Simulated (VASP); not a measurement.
# AlCrBN2 (P-6m2) in VASP: a series of runs

The runs below take AlCrBN2 through single point, relaxation of cell and atoms, with PBE.

All numbers are computed with VASP 6.6.1; they aren't measurements. Logs are shortened: lines on timing, memory, paths and dates and some standing lists are left out, and cuts for length are marked.

## Step 1: The cell of the first run

Symmetry: P-6m2, No. 187, hexagonal system. The conventional cell has a = 4.101 Å, b = 4.101 Å, c = 4.516 Å, α = 90.00°, β = 90.00°, γ = 120.00°. Al (site symmetry -6m2) has 2 B at 2.26 Å and 3 Cr at 2.37 Å and 6 N at 2.85 Å within 3.0 Å. Within 2.1 Å of Cr (site symmetry -6m2) lie 2 N at 1.59 Å. Within 3.0 Å of B (site symmetry -6m2) lie 2 Al at 2.26 Å and 6 N at 2.46 Å. N (site symmetry 3m) has 1 N at 1.35 Å and 1 Cr at 1.59 Å within 1.8 Å.

The cell was built from a structure type or drawn by symmetry, and may not be a known phase.

## Step 2: Single point, PBE, collinear spin, ferromagnetic start

The input, INCAR:

```
ALGO = Normal
EDIFF = 1E-7
ENCUT = 520
GGA = PE
ISIF = 2
ISMEAR = 0
ISPIN = 2
LASPH = True
LCHARG = False
LMAXMIX = 4
LORBIT = 11
LREAL = False
LWAVE = False
MAGMOM = 0 3 0 0 0
NBANDS = 26
NELM = 150
PREC = Accurate
SIGMA = 0.1
```

The input, KPOINTS:

```
k-points
0
Gamma
  6 6 4
```

The input, POSCAR:

```
AlCrBN2
1.0
    4.1013802300      0.0000000000      0.0000000000
   -2.0506901100      3.5518994700      0.0000000000
    0.0000000000      0.0000000000      4.5161539800
Al Cr B N
1 1 1 2
Direct
    0.6666666700      0.3333333300      0.5000000000
    0.3333333300      0.6666666700      0.5000000000
    0.6666666700      0.3333333300      0.0000000000
    0.3333333300      0.6666666700      0.1489899700
    0.3333333300      0.6666666700      0.8510100300
```

Potentials or basis: VASP PAW PBE potentials, release 64 (Al, Cr_pv, B, N).

Command:

```console
$ cat potpaw_PBE.64/Al/POTCAR potpaw_PBE.64/Cr_pv/POTCAR potpaw_PBE.64/B/POTCAR potpaw_PBE.64/N/POTCAR > POTCAR
$ mpirun -np 1 vasp_std > vasp.out
```

OUTCAR:

```text
EDIFF = 1E-7
   ENCUT = 520
   GGA = PE
   ISIF = 2
   ISMEAR = 0
   ISPIN = 2
   LASPH = True
   LORBIT = 11
   LREAL = False
   NELM = 150
   PREC = Accurate

 ion  position               nearest neighbor table
   1  0.667  0.333  0.500-   3 2.26   3 2.26   2 2.37   2 2.37   2 2.37
   2  0.333  0.667  0.500-   4 1.59   5 1.59   1 2.37   1 2.37   1 2.37
   3  0.667  0.333  0.000-   1 2.26   1 2.26
   4  0.333  0.667  0.149-   5 1.35   2 1.59
   5  0.333  0.667  0.851-   4 1.35   2 1.59

  LATTYP: Found a hexagonal cell.
 ALAT       =     4.1013802300
 C/A-ratio  =     1.1011302846

  Lattice vectors:

 A1 = (   4.1013802300,   0.0000000000,   0.0000000000)
 A2 = (  -2.0506901100,   3.5518994700,   0.0000000000)
 A3 = (   0.0000000000,   0.0000000000,   4.5161539800)

Analysis of symmetry for initial positions (statically):
=====================================================================
 Subroutine PRICEL returns:
 Original cell was already a primitive cell.

 Routine SETGRP: Setting up the symmetry group for a
 hexagonal supercell.

 Subroutine GETGRP returns: Found 12 space group operations
 (whereof 12 operations were pure point group operations)
 out of a pool of 24 trial point group operations.

The static configuration has the point symmetry D_3h.

Analysis of symmetry for dynamics (positions and initial velocities):
=====================================================================
 Subroutine PRICEL returns:
 Original cell was already a primitive cell.

 Routine SETGRP: Setting up the symmetry group for a
 hexagonal supercell.

 Subroutine GETGRP returns: Found 12 space group operations
 (whereof 12 operations were pure point group operations)
 out of a pool of 24 trial point group operations.

The dynamic configuration has the point symmetry D_3h.

Analysis of structural, dynamic, and magnetic symmetry:
=====================================================================
 Subroutine PRICEL returns:
 Original cell was already a primitive cell.

 Routine SETGRP: Setting up the symmetry group for a
 hexagonal supercell.

 Subroutine GETGRP returns: Found 12 space group operations
 (whereof 12 operations were pure point group operations)
 out of a pool of 24 trial point group operations.

The overall configuration has the point symmetry D_3h.

 Subroutine INISYM returns: Found 12 space group operations
 (whereof 12 operations are pure point group operations),
 and found     1 'primitive' translations

----------------------------------------------------------------------------------------

                                     Primitive cell

  volume of cell :      65.7899

  direct lattice vectors                    reciprocal lattice vectors
     4.101380230  0.000000000  0.000000000     0.243820359  0.140769750  0.000000000
    -2.050690110  3.551899470  0.000000000     0.000000000  0.281539500  0.000000000
     0.000000000  0.000000000  4.516153980     0.000000000  0.000000000  0.221427348

  length of vectors
     4.101380230  4.101380228  4.516153980     0.281539500  0.281539500  0.221427348

  position of ions in fractional coordinates (direct lattice)
     0.666666670  0.333333330  0.500000000
     0.333333330  0.666666670  0.500000000
     0.666666670  0.333333330  0.000000000
     0.333333330  0.666666670  0.148989970
     0.333333330  0.666666670  0.851010030

  ion indices of the primitive-cell ions
   primitive index   ion index
                 1           1
                 2           2
                 3           3
                 4           4
                 5           5

----------------------------------------------------------------------------------------

 KPOINTS: k-points

Automatic generation of k-mesh.
 Grid dimensions read from file:
 generate k-points for:    6    6    4

 Generating k-lattice:

  Cartesian coordinates                     Fractional coordinates (reciprocal lattice)
     0.040636726  0.023461625  0.000000000     0.166666667  0.000000000  0.000000000
     0.000000000  0.046923250  0.000000000     0.000000000  0.166666667  0.000000000
     0.000000000  0.000000000  0.055356837     0.000000000  0.000000000  0.250000000

  Length of vectors
     0.046923250  0.046923250  0.055356837

  Shift w.r.t. Gamma in fractional coordinates (k-lattice)
     0.000000000  0.000000000  0.000000000

 Subroutine IBZKPT returns following result:
 ===========================================

 Found     21 irreducible k-points:

 Following reciprocal coordinates:
            Coordinates               Weight
  0.000000  0.000000  0.000000      1.000000
  0.166667  0.000000  0.000000      6.000000
  0.333333 -0.000000  0.000000      6.000000
  0.500000  0.000000  0.000000      3.000000
  0.166667  0.166667  0.000000      6.000000
  0.333333  0.166667  0.000000     12.000000
[... 13 lines left out ...]
  0.333333  0.166667  0.500000     12.000000
  0.333333  0.333333  0.500000      2.000000
[... 62 lines left out ...]
  ---------------------------------------------------
  free energy    TOTEN  =       -28.89512278 eV

  energy without entropy =      -28.88947283  energy(sigma->0) =      -28.89229780

 E-fermi :   5.0312     XC(G=0): -10.0547

 val. band max:        4.9940611082   @ k =   0.5000   0.0000   0.0000
 cond. band min:       5.0360346968   @ k =   0.3333   0.3333   0.5000
 fundamental gap:      0.0419735886
 Fermi energy:         5.0311612256

 spin component 1

 k-point     1 :       0.0000    0.0000    0.0000
  band No.  band energies     occupation
      1     -38.8627      1.00000
      2     -37.8607      1.00000
      3     -37.8607      1.00000
      4     -15.3238      1.00000
      5      -5.5294      1.00000
      6      -4.4521      1.00000
[... 18 lines left out ...]
     25      13.8507      0.00000
     26      13.8508      0.00000

 k-point     2 :       0.1667    0.0000    0.0000
  band No.  band energies     occupation
      1     -38.8624      1.00000
      2     -37.8616      1.00000
      3     -37.8608      1.00000
      4     -15.3001      1.00000
      5      -5.4776      1.00000
      6      -4.4252      1.00000
[... 18 lines left out ...]
     25      13.8227      0.00000
[... 521 lines left out ...]
     25      13.9904      0.00000
     26      14.3687      0.00000

 k-point    21 :       0.3333    0.3333    0.5000
  band No.  band energies     occupation
      1     -38.8638      1.00000
      2     -37.8635      1.00000
      3     -37.8625      1.00000
      4     -14.8564      1.00000
      5      -8.2167      1.00000
      6      -3.7321      1.00000
[... 18 lines left out ...]
     25      14.0748      0.00000
     26      15.1475      0.00000
 Fermi energy:         5.0311612256

 spin component 2

 k-point     1 :       0.0000    0.0000    0.0000
  band No.  band energies     occupation
      1     -38.5626      1.00000
      2     -37.0374      1.00000
      3     -37.0374      1.00000
      4     -15.3598      1.00000
      5      -5.5566      1.00000
      6      -4.3911      1.00000
[... 18 lines left out ...]
     25      13.9786      0.00000
     26      13.9786      0.00000

 k-point     2 :       0.1667    0.0000    0.0000
  band No.  band energies     occupation
      1     -38.5623      1.00000
      2     -37.0384      1.00000
      3     -37.0376      1.00000
      4     -15.3362      1.00000
      5      -5.5049      1.00000
      6      -4.3649      1.00000
[... 18 lines left out ...]
     25      13.7870      0.00000
[... 521 lines left out ...]
     25      13.9645      0.00000
     26      14.5176      0.00000

 k-point    21 :       0.3333    0.3333    0.5000
  band No.  band energies     occupation
      1     -38.5639      1.00000
      2     -37.0404      1.00000
      3     -37.0393      1.00000
      4     -14.8956      1.00000
      5      -8.1873      1.00000
      6      -3.7595      1.00000
[... 18 lines left out ...]
     25      14.0526      0.00000
     26      15.1978      0.00000

------------------------ aborting loop because EDIFF is reached ----------------------------------------

  FORCE on cell =-STRESS in cart. coord.  units (eV):
  Direction    XX          YY          ZZ          XY          YZ          ZX
  --------------------------------------------------------------------------------------
  -------------------------------------------------------------------------------------
  Total        6.6158272      6.6158272     18.6231850      0.0000000     -0.0000000      0.0000000
  in kB      161.1147480    161.1147480    453.5290392      0.0000002     -0.0000000      0.0000000
  external PRESSURE =     258.5861784 kB  Pullay stress =       0.0000000 kB

 VOLUME and BASIS-vectors are now :
 -----------------------------------------------------------------------------
  energy-cutoff  :      520.00
  volume of cell :       65.79
      direct lattice vectors                 reciprocal lattice vectors
     4.101380230  0.000000000  0.000000000     0.243820359  0.140769750  0.000000000
    -2.050690110  3.551899470  0.000000000     0.000000000  0.281539500  0.000000000
     0.000000000  0.000000000  4.516153980     0.000000000  0.000000000  0.221427348

 POSITION                                       TOTAL-FORCE (eV/Angst)
 -----------------------------------------------------------------------------------
      2.05069      1.18397      2.25808         0.000000     -0.000000      0.000000
     -0.00000      2.36793      2.25808        -0.000000     -0.000000      0.000000
      2.05069      1.18397      0.00000         0.000000     -0.000000      0.000000
     -0.00000      2.36793      0.67286         0.000000      0.000000     -9.062998
     -0.00000      2.36793      3.84329         0.000000      0.000000      9.062998
 -----------------------------------------------------------------------------------
    total drift:                                0.000064     -0.000037     -0.000000

  FREE ENERGIE OF THE ION-ELECTRON SYSTEM (eV)
  ---------------------------------------------------
  free  energy   TOTEN  =       -28.8951227759 eV

  energy  without entropy=      -28.8894728338  energy(sigma->0) =      -28.89229780

 total charge

# of ion       s       p       d       tot
------------------------------------------
    1        0.469   0.408   0.000   0.877
    2        0.519   6.646   4.832  11.997
    3        0.928   0.519   0.000   1.447
    4        1.306   2.500   0.000   3.806
    5        1.306   2.500   0.000   3.806
--------------------------------------------------
tot          4.527  12.573   4.832  21.933

 magnetization (x)

# of ion       s       p       d       tot
------------------------------------------
    1       -0.012  -0.003   0.000  -0.015
    2        0.005   0.007   0.663   0.675
    3       -0.003  -0.014   0.000  -0.017
    4       -0.002  -0.022   0.000  -0.024
    5       -0.002  -0.022   0.000  -0.024
--------------------------------------------------
tot         -0.015  -0.054   0.663   0.594
```

It took 39 s on 1 thread of Intel Xeon 6975P-C (Granite Rapids), shared host; peak memory 0.24 GiB.

What came out:

```
Free energy                                           : -28.8951 eV
Pressure                                              : 25.9 GPa
Largest force                                         : 9.063 eV/Å
Net moment                                            : 0.60 μB per cell
Site moments                                          : Al -0.01; Cr +0.68; B -0.02; N -0.02 μB
Valence electrons inside the program's atomic spheres : Al 0.88; Cr 12.00; B 1.45; N 3.81
```

Forces in eV/Å, atoms in the order of the input:
```
Al   0.000  0.000  0.000
Cr   0.000  0.000  0.000
B    0.000  0.000  0.000
N    0.000  0.000 -9.063
N    0.000  0.000  9.063
```

Caveat: the cell stands under pressure; a cell with one magnetic atom can't hold antiferromagnetic order, which such compounds often take; forces of over 1 eV/Å act on the atoms, so gaps and moduli don't describe the material at rest.

## Step 3: Single point, PBE, collinear spin, ferromagnetic start

This run uses another cell than the first one, of 18.12 Å³/atom.

The input, INCAR:

```
ALGO = Normal ; EDIFF = 1E-6
ENCUT = 520 ; GGA = PE
ISIF = 2 ; ISMEAR = 0
ISPIN = 2 ; LASPH = True
LCHARG = False ; LMAXMIX = 4
LORBIT = 11 ; LREAL = False
LWAVE = False ; MAGMOM = 0 3 0 0 0
NBANDS = 26 ; NELM = 150
PREC = Accurate ; SIGMA = 0.1
```

KPOINTS is that of step 2.

The input, POSCAR:

```
AlCrBN2
1.0
    4.7279424832     -0.0000000033      0.0000000000
   -2.3639712387      4.0945182997      0.0000000000
    0.0000000000      0.0000000000      4.6807611096
Al Cr B N
1 1 1 2
Direct
    0.6666666667      0.3333333333      0.5000000000
    0.3333333333      0.6666666667      0.5000000000
    0.6666666667      0.3333333333      0.0000000000
    0.3333333333      0.6666666667      0.1276677560
    0.3333333333      0.6666666667      0.8723322440
```

Potentials or basis: VASP PAW PBE potentials, release 64 (Al, Cr_pv, B, N).

Command:

```console
$ cat potpaw_PBE.64/Al/POTCAR potpaw_PBE.64/Cr_pv/POTCAR potpaw_PBE.64/B/POTCAR potpaw_PBE.64/N/POTCAR > POTCAR
$ mpirun -np 1 vasp_std > vasp.out
```

Wall time 47 s (1 thread of Intel Xeon 6975P-C (Granite Rapids), shared host); peak memory 0.28 GiB.

It converged, with:

| Property | Result |
| --- | --- |
| Free energy | -30.8991 eV |
| Pressure | 0.4 GPa |
| Largest force | 0.372 eV/Å |
| Net moment | 1.39 μB per cell |
| Site moments | Al -0.04; Cr +1.64; B -0.03; N -0.07 μB |
| Valence electrons inside the program's atomic spheres | Al 0.77; Cr 11.09; B 1.42; N 3.87 |

Forces in eV/Å, atoms in the order of the input:
```
Al   0.000  0.000  0.000
Cr   0.000  0.000  0.000
B    0.000  0.000  0.000
N    0.000  0.000  0.372
N    0.000  0.000 -0.372
```

Stress tensor (GPa, compression positive):
```
0.17 0.00 0.00
0.00 0.17 0.00
0.00 0.00 0.73
```

Levels at points of the mesh, in eV from the Fermi level:
Spin up:
```csv
k point,band 12,band 13,band 14,band 15,band 16,band 17,band 18,band 19
"(0.00, 0.00, 0.00)",-2.11,-1.68,-1.54,-1.54,1.21,1.21,3.35,4.09
"(0.50, 0.00, 0.00)",-2.03,-1.24,-0.97,-0.84,-0.23,0.86,1.94,3.83
"(0.00, 0.00, 0.50)",-1.40,0.33,0.33,0.45,0.45,0.53,1.16,1.16
"(0.50, 0.00, 0.50)",-1.06,-0.78,-0.06,0.29,0.32,0.79,1.35,1.57
```
Spin down:
| k point | band 10 | band 11 | band 12 | band 13 | band 14 | band 15 | band 16 | band 17 |
| --- | --- | --- | --- | --- | --- | --- | --- | --- |
| (0.00, 0.00, 0.00) | -1.88 | -1.69 | -1.69 | -1.63 | -0.64 | -0.64 | 1.76 | 1.76 |
| (0.50, 0.00, 0.00) | -2.80 | -1.76 | -1.65 | -0.86 | -0.46 | 0.13 | 0.99 | 1.44 |
| (0.00, 0.00, 0.50) | -5.18 | -0.31 | -0.31 | 0.77 | 0.77 | 0.86 | 0.86 | 1.22 |
| (0.50, 0.00, 0.50) | -4.73 | -1.31 | -0.46 | 0.53 | 0.78 | 1.16 | 1.23 | 1.31 |

Caveat: the standard files for N, O and F lose accuracy on very short bonds; a cell with one magnetic atom can't hold antiferromagnetic order, which such compounds often take. With open d or f shells a metallic result of PBE can be an artefact of self-interaction; +U or a hybrid may open a gap.

## Step 4: Relaxation of cell and atoms, PBE, collinear spin, ferromagnetic start

The input, INCAR:

```
SYSTEM = AlCrBN2
PREC = Accurate
ENCUT = 600
EDIFF = 1E-7
ISMEAR = 0
SIGMA = 0.1
LREAL = .FALSE.
LASPH = .TRUE.
NELM = 150
ALGO = Normal
ISIF = 3
LWAVE = .FALSE.
LCHARG = .FALSE.
ISPIN = 2
MAGMOM = 0 3 0 0 0
LORBIT = 11
LMAXMIX = 4
GGA = PE
IBRION = 2
NSW = 90
EDIFFG = -0.04
```

The input, KPOINTS:

```
regular mesh
0
G
  6 6 4
  0 0 0
```

The input, POSCAR:

```
AlCrBN2
1.0
    4.1013802300      0.0000000000      0.0000000000
   -2.0506901100      3.5518994700      0.0000000000
    0.0000000000      0.0000000000      4.5161539800
Al Cr B N
1 1 1 2
Direct
    0.6666666700      0.3333333300      0.5000000000
    0.3333333300      0.6666666700      0.5000000000
    0.6666666700      0.3333333300      0.0000000000
    0.3333333300      0.6666666700      0.1489899700
    0.3333333300      0.6666666700      0.8510100300
```

Command:

```console
$ cat potpaw_PBE.64/Al/POTCAR potpaw_PBE.64/Cr_pv/POTCAR potpaw_PBE.64/B/POTCAR potpaw_PBE.64/N/POTCAR > POTCAR
$ mpirun -np 1 vasp_std > vasp.out
```

Wall time 10 min (1 thread of Intel Xeon 6975P-C (Granite Rapids), shared host); peak memory 0.28 GiB.

The run converged. Its results:

- Free energy: -30.6871 eV
- Relaxed volume: 17.24 Å³/atom
- Relaxed cell: a = 4.610 Å, b = 4.610 Å, c = 4.684 Å, α = 90.00°, β = 90.00°, γ = 120.00°
- Space group after relaxing (to 0.1 Å): P-6m2 (No. 187)
- Pressure after relaxing: 0.0 GPa
- Band gap on the k mesh: zero (filled and empty bands overlap)
- Net moment: 0.00 μB per cell
- Valence electrons inside the program's atomic spheres: Al 0.79; Cr 11.14; B 1.41; N 3.87

Final structure:
```
CELL_PARAMETERS angstrom
4.60993 0.00000 0.00000
-2.30496 3.99231 0.00000
0.00000 0.00000 4.68386
ATOMIC_POSITIONS crystal
Al 0.66667 0.33333 0.50000
Cr 0.33333 0.66667 0.50000
B 0.66667 0.33333 0.00000
N 0.33333 0.66667 0.12794
N 0.33333 0.66667 0.87206
```

Levels at points of the mesh, in eV from the Fermi level:
Spin up:
```tsv
k point	band 12	band 13	band 14	band 15	band 16	band 17
(0.00, 0.00, 0.00)	-2.16	-1.87	-1.17	-1.17	1.27	1.27
(0.50, 0.00, 0.00)	-1.99	-1.14	-0.75	-0.36	0.13	0.93
(0.00, 0.00, 0.50)	-0.94	0.34	0.34	0.60	0.60	0.73
(0.50, 0.00, 0.50)	-0.78	-0.13	0.23	0.43	0.61	0.62
```
Spin down:
| k point | band 11 | band 12 | band 13 | band 14 | band 15 | band 16 | band 17 | band 18 |
| --- | --- | --- | --- | --- | --- | --- | --- | --- |
| (0.00, 0.00, 0.00) | -2.16 | -2.16 | -1.87 | -1.17 | -1.17 | 1.27 | 1.27 | 3.71 |
| (0.50, 0.00, 0.00) | -2.23 | -1.99 | -1.14 | -0.75 | -0.36 | 0.13 | 0.93 | 1.79 |
| (0.00, 0.00, 0.50) | -0.94 | -0.94 | 0.34 | 0.34 | 0.60 | 0.60 | 0.73 | 0.88 |
| (0.50, 0.00, 0.50) | -1.80 | -0.78 | -0.13 | 0.23 | 0.43 | 0.61 | 0.62 | 1.33 |

Caveat: the volume moved by over 15 % at a fixed basis, so the end points are rough. With open d or f shells a metallic result of PBE can be an artefact of self-interaction; +U or a hybrid may open a gap.
